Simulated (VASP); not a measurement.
Input of a VASP 6.6.1 run:

The input INCAR:

```
SYSTEM = C
ALGO = Normal
EDIFF = 1E-7
EDIFFG = -0.01
ENCUT = 600
GGA = PS
IBRION = 2
ISIF = 3
ISMEAR = -1
LASPH = .True.
LCHARG = .False.
LREAL = .False.
LWAVE = .False.
NELM = 60
NSW = 80
PREC = Accurate
SIGMA = 0.05
```

Contents of KPOINTS:

```
k-points
0
Gamma
  8 8 8
  0 0 0
```

POSCAR

```
C
1.0
    0.0000000000      1.7834000000      1.7834000000
    1.7834000000      0.0000000000      1.7834000000
    1.7834000000      1.7834000000      0.0000000000
C
2
Direct
    0.5000000000      0.5000000000      0.5000000000
    0.7500000000      0.7500000000      0.7500000000
```

Potentials or basis: VASP PAW PBE potentials, release 64 (C).

The run is started by

```bash
$ cat potpaw_PBE.64/C/POTCAR > POTCAR
$ mpirun -np 1 vasp_std > vasp.out
```

(1) Predict the space group after relaxing (to 0.05 Å).

(2) Estimate the band gap on the k mesh.

(3) What does it give for the relaxed volume?

Results:

(1) Fd-3m (No. 227).

(2) 4.03 eV, indirect (least direct gap 5.57 eV).

(3) 5.62 Å³/atom.

Caveat: the PAW data sets were made with another functional, which shifts forces and pressure a little.
